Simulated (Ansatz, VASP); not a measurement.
**C: VASP beside Ansatz**

```
CELL_PARAMETERS angstrom
2.48363 0.00000 0.00000
-1.24182 2.15089 0.00000
0.00000 0.00000 4.19792
ATOMIC_POSITIONS crystal
C 0.33333 0.66667 0.99978
C 0.66667 0.33333 0.49978
C 0.33333 0.66667 0.37422
C 0.66667 0.33333 0.87422
```

Change from the starting cell: strained cell.

Alike in both runs: functional LDA; k mesh 9 × 9 × 6; occupations gaussian, width 0.02 eV; no spin polarisation.

Ansatz relaxed the structure, and its values are those at the end. VASP's run is a single point on that final structure, the one shown.

|  | VASP | Ansatz |
| --- | --- | --- |
| version | VASP 6.6.1 | Ansatz 0.2.0 |
| potentials or method | VASP PAW LDA potentials, release 64 (C_h), cutoff 910 eV | scalar-relativistic, plane waves, PAW |
| valence electrons in the cell | 16 | 16 |

VASP gave:

| Item | Value |
| --- | --- |
| gap on the k mesh at the Fermi level (eV) | 3.06 |
| least direct gap on the mesh (eV) | 4.91 |

Task: Estimate Ansatz's values.

Result: gap on the k mesh at the Fermi level (eV): 3.08; least direct gap on the mesh (eV): 4.90.

Ansatz warns that its potentials were made for another functional, while VASP's fit it. LDA's correlation is that of Perdew and Zunger in VASP and of Perdew and Wang (1992) in Ansatz. Ansatz's warnings: stress scf threshold loose.

Noted on VASP's run: the cutoff is short for stress, so the pressure is rough.
